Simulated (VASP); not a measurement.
Write the native input for VASP 6.6.1 that does the following.

| Item | Value |
| --- | --- |
| Task | single point |
| Functional | PBE |
| Dispersion | D3(BJ) |
| Potentials or basis | VASP PAW PBE potentials, release 64 (Cu, I) |
| Cutoff | 520 eV |
| k mesh | 6 × 6 × 4 |
| Occupations | fermi-dirac, width 0.02 eV |
| Spin | no spin polarisation |
| Dipole correction | no |
| Further INCAR settings | ALGO = Normal; EDIFF = 1e-07; NBANDS = 26 |

The structure of CuI lies in POSCAR:

```
CuI
1.0
    4.0735749538      0.0000000000      0.0000000000
   -2.0367874769      3.5278193942      0.0000000000
    0.0000000000      0.0000000000      7.1056700275
Cu I
2 2
Direct
    0.6666666667      0.3333333333      0.5939493864
    0.3333333333      0.6666666667      0.4060506136
    0.3333333333      0.6666666667      0.7705288593
    0.6666666667      0.3333333333      0.2294711407
```

These files were run (other wordings do the same):

INCAR

```
SYSTEM = CuI
PREC = Accurate ; ENCUT = 520
EDIFF = 1E-7 ; ISMEAR = -1
SIGMA = 0.02 ; LREAL = .FALSE.
LASPH = .TRUE. ; NELM = 100
ALGO = Normal ; ISIF = 2
LWAVE = .FALSE. ; LCHARG = .FALSE.
GGA = PE ; IVDW = 12
NBANDS = 26
```

KPOINTS

```
regular mesh
0
G
  6 6 4
  0 0 0
```

Potentials or basis: VASP PAW PBE potentials, release 64 (Cu, I).

Launch:

```sh
$ cat potpaw_PBE.64/Cu/POTCAR potpaw_PBE.64/I/POTCAR > POTCAR
$ mpirun -np 1 vasp_std > vasp.out
```

It gave:

| Quantity | Value |
| --- | --- |
| Pressure | 0.1 GPa |
| Largest force | 0.010 eV/Å |
| Band gap on the k mesh | 1.63 eV, direct |
| Dispersion energy per atom | -0.378 eV |

Caveat: spin-orbit coupling is left out, which moves the levels of the heavy elements.

Run time: 45 s on 1 thread of AMD EPYC 9R45 96-Core Processor (Zen 5), on a shared host, peak memory 0.21 GiB.
